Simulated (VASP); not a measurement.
The system is Hg.

```
CELL_PARAMETERS angstrom
3.19548 0.00000 0.00000
-1.59774 2.76737 0.00000
0.00000 0.00000 10.43645
ATOMIC_POSITIONS crystal
Hg 0.00000 0.00000 0.00000
Hg 0.00000 0.00000 0.50000
Hg 0.33333 0.66667 0.25000
Hg 0.66667 0.33333 0.75000
```

| Quantity | Value |
| --- | --- |
| Program | VASP 6.6.1 |
| Task | relaxation of cell and atoms |
| Functional | PBE |
| Potentials or basis | VASP PAW PBE potentials, release 64 (Hg) |
| Cutoff | 500 eV |
| k mesh | 11 × 11 × 3 |
| Occupations | fermi-dirac, width 0.1 eV |
| Spin | no spin polarisation |

At the start: pressure 6.2 GPa; volume 23.07 Å³/atom.

Problem. Where does the relaxation end?

Solution. Over 10 steps the energy falls by 99.0 meV/atom and the volume is 31.33 Å³/atom (+35.8 %); space group P6_3/mmc (No. 194, to 0.1 Å) before and after.

The path:
```tsv
step	energy change (eV)	largest force (eV/Å)	pressure (GPa)	volume (Å³)
1	0.0000	0.0000	6.25	92.29
2	-0.2869	0.0000	2.01	104.83
3	-0.3571	0.0000	1.00	112.51
4	-0.3899	0.0000	-0.21	128.96
5	-0.3924	0.0000	-0.02	125.59
6	-0.3924	0.0000	0.03	124.86
7	-0.3932	0.0000	0.02	124.92
8	-0.3949	0.0000	0.02	125.10
9	-0.3956	0.0000	0.01	125.42
10	-0.3958	0.0000	0.01	125.32
```

Final structure:
```yaml
crystal:
  lattice:
    - [3.57065, 0.00000, 0.00000]
    - [-1.78533, 3.09227, 0.00000]
    - [0.00000, 0.00000, 11.35029]
  atoms:
    - { symbol: Hg, position: [0.00000, 0.00000, 0.00000] }
    - { symbol: Hg, position: [0.00000, 0.00000, 0.50000] }
    - { symbol: Hg, position: [0.33333, 0.66667, 0.25000] }
    - { symbol: Hg, position: [0.66667, 0.33333, 0.75000] }
```

Caveat: the volume moved by over 15 % at a fixed basis, so the end points are rough.
